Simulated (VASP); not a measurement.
# Zn (P6_3/mmc) in VASP: a series of runs, part 2 of 2

VASP 6.6.1.

### 4 Relaxation of shape and atoms at fixed volume, PBEsol (volume scaled by 1.10)

File INCAR:

```
SYSTEM = Zn
PREC = Accurate
ENCUT = 600
EDIFF = 1E-6
ISMEAR = 0
SIGMA = 0.1
LREAL = .False.
LASPH = .True.
NELM = 80
ALGO = Fast
ISIF = 4
LWAVE = .False.
LCHARG = .False.
GGA = PS
IBRION = 2
NSW = 50
EDIFFG = -0.01
```

File KPOINTS:

```
Automatic mesh
0
Gamma
  18 18 8
  0 0 0
```

File POSCAR:

```
Zn
1.0
    2.6463196431      0.0000000000      0.0000000000
   -1.3231598216      2.2917800375      0.0000000000
    0.0000000000      0.0000000000      5.1685033167
Zn
2
Direct
    0.3333333333      0.6666666667      0.2500000000
    0.6666666667      0.3333333333      0.7500000000
```

Potentials or basis: VASP PAW PBE potentials, release 64 (Zn).

The run is started by

```
$ cat potpaw_PBE.64/Zn/POTCAR > POTCAR
$ mpirun -np 1 vasp_std > vasp.out
```

OUTCAR:

```text
SYSTEM = Zn
   PREC = Accurate
   ENCUT = 600
   EDIFF = 1E-6
   ISMEAR = 0
   LREAL = .False.
   LASPH = .True.
   NELM = 80
   ISIF = 4
   GGA = PS
   IBRION = 2
   NSW = 50
   EDIFFG = -0.01

 ion  position               nearest neighbor table
   1  0.333  0.667  0.250-   2 3.00   2 3.00   2 3.00   2 3.00   2 3.00   2 3.00
   2  0.667  0.333  0.750-   1 3.00   1 3.00   1 3.00   1 3.00   1 3.00   1 3.00

  LATTYP: Found a hexagonal cell.
 ALAT       =     2.6463196431
 C/A-ratio  =     1.9530910902

  Lattice vectors:

 A1 = (   2.6463196431,   0.0000000000,   0.0000000000)
 A2 = (  -1.3231598216,   2.2917800375,   0.0000000000)
 A3 = (   0.0000000000,   0.0000000000,   5.1685033167)

Analysis of symmetry for initial positions (statically):
=====================================================================
 Subroutine PRICEL returns:
 Original cell was already a primitive cell.

[... 172 lines left out ...]
  free energy    TOTEN  =        -3.12129961 eV

  energy without entropy =       -3.11982452  energy(sigma->0) =       -3.12056207

------------------------ aborting loop because EDIFF is reached ----------------------------------------

  FORCE on cell =-STRESS in cart. coord.  units (eV):
  Direction    XX          YY          ZZ          XY          YZ          ZX
  --------------------------------------------------------------------------------------
  -------------------------------------------------------------------------------------
  Total       -1.1237755     -1.1237755     -0.8836179      0.0000000     -0.0000000      0.0000000
  in kB      -57.4394276    -57.4394276    -45.1642767      0.0000000     -0.0000000      0.0000000
  external PRESSURE =     -53.3477106 kB  Pullay stress =       0.0000000 kB
[... 95 lines left out ...]
--------------------------------------- Ionic step        4  -------------------------------------------

 number of electron      24.0000023 magnetization

 Free energy of the ion-electron system (eV)
  ---------------------------------------------------
  ext. energy  EPLUGINS =         0.00000000
  ---------------------------------------------------
  free energy    TOTEN  =        -3.12231351 eV

  energy without entropy =       -3.12062555  energy(sigma->0) =       -3.12146953

 E-fermi :   2.5847     XC(G=0): -11.5266

 val. band max:        2.5797464307   @ k =   0.3889   0.2222   0.5000
 cond. band min:       2.8172433839   @ k =   0.3333   0.1667   0.1250
 fundamental gap:      0.2374969533
 Fermi energy:         2.5846699505

 k-point     1 :       0.0000    0.0000    0.0000
  band No.  band energies     occupation
      1      -7.4851      2.00000
      2      -5.8954      2.00000
      3      -5.1771      2.00000
      4      -4.8972      2.00000
      5      -4.8972      2.00000
      6      -4.8633      2.00000
[... 433 lines left out ...]
      3      -5.2973      2.00000
      4      -4.9263      2.00000
      5      -4.7186      2.00000
      6      -4.7082      2.00000
[... 8 lines left out ...]
     15       7.7214      0.00000
     16       9.4886      0.00000

 [... further k-points ...]
[... 5 lines left out ...]
  --------------------------------------------------------------------------------------
  -------------------------------------------------------------------------------------
  Total       -1.0960179     -1.0960179     -1.1066045      0.0000000      0.0000000      0.0000000
  in kB      -56.0206549    -56.0206549    -56.5617688      0.0000000      0.0000000      0.0000000
  external PRESSURE =     -56.2010262 kB  Pullay stress =       0.0000000 kB
[... 17 lines left out ...]
  FREE ENERGIE OF THE ION-ELECTRON SYSTEM (eV)
  ---------------------------------------------------
  free  energy   TOTEN  =        -3.1223135092 eV

  energy  without entropy=       -3.1206255500  energy(sigma->0) =       -3.12146953

 reached required accuracy - stopping structural energy minimisation
```

CONTCAR:

```text
Zn
   1.00000000000000
     2.6339094818144861    0.0000000000038187    0.0000000000000000
    -1.3169547409537012    2.2810325225540713    0.0000000000000000
     0.0000000000000000   -0.0000000000000000    5.2173228138739427
  Zn
     2
Direct
     0.3333333332999970    0.6666666667000030    0.2500000000000000
     0.6666666667000030    0.3333333332999970    0.7500000000000000

  0.00000000E+00  0.00000000E+00  0.00000000E+00
  0.00000000E+00  0.00000000E+00  0.00000000E+00
```

Run time: 2.4 min. Hardware: 1 thread of Intel Xeon 6975P-C, shared host; peak memory 0.23 GiB.

What came out:

| Item | Value |
| --- | --- |
| Free energy | -3.1223 eV |
| Energy gained by relaxing | 0.5 meV/atom |
| Ionic steps | 4 |
| Pressure after relaxing | -5.6 GPa |
| Band gap on the k mesh | zero (band 12 reaches 4.46 eV, above the bottom of band 13 at -1.03 eV) |

Step by step:
```tsv
step	energy change (eV)	largest force (eV/Å)	pressure (GPa)	volume (Å³)
1	0.0000	0.0000	-5.33	31.35
2	-0.0007	0.0000	-5.78	31.35
3	-0.0009	0.0000	-5.41	31.35
4	-0.0010	0.0000	-5.62	31.35
```

Final structure:
```yaml
crystal:
  lattice:
    - [2.63391, 0.00000, 0.00000]
    - [-1.31695, 2.28103, 0.00000]
    - [0.00000, 0.00000, 5.21732]
  atoms:
    - { symbol: Zn, position: [0.33333, 0.66667, 0.25000] }
    - { symbol: Zn, position: [0.66667, 0.33333, 0.75000] }
```

Levels at points of the mesh, in eV from the Fermi level:
```
           k point  band 10  band 11  band 12  band 13  band 14  band 15
(0.00, 0.00, 0.00)    -6.90    -6.90    -3.61    -3.61    11.44    15.31
(0.50, 0.00, 0.00)    -6.66    -2.41    -1.70     2.30     3.69     3.74
(0.00, 0.00, 0.50)    -6.96    -6.96    -6.96     3.48     3.48    19.59
(0.50, 0.00, 0.50)    -6.67    -1.56    -1.56     0.43     0.43     9.30
```

Caveat: the cell differs from its parent crystal (volume scaled by 1.10); the PAW data sets were made with another functional, which shifts forces and pressure a little.

### 5 The runs side by side

```csv
task,cell,cutoff (eV),gap on the mesh (eV),pressure (GPa)
single point,"a = 2.601, b = 2.601, c = 5.009 Å, angles 90.0, 90.0, 120.0°, 2 atoms",520,none,-1.2
single point,"a = 2.614, b = 2.614, c = 5.105 Å, angles 90.0, 90.0, 120.0°, 2 atoms",520,none,-3.4
relaxation of shape and atoms at fixed volume,"relaxed from a = 2.646, b = 2.646, c = 5.169 Å, angles 90.0, 90.0, 120.0°, 2 atoms",600,none,-5.6
```

Alike in all rows: level PBEsol; potentials or basis VASP PAW PBE potentials, release 64 (Zn); no spin polarisation; k mesh 18 × 18 × 8; smearing gaussian 0.1 eV.

Caveats: the PAW data sets were made with another functional, which shifts forces and pressure a little.

Absolute energies hang on the potentials; compare differences alone.
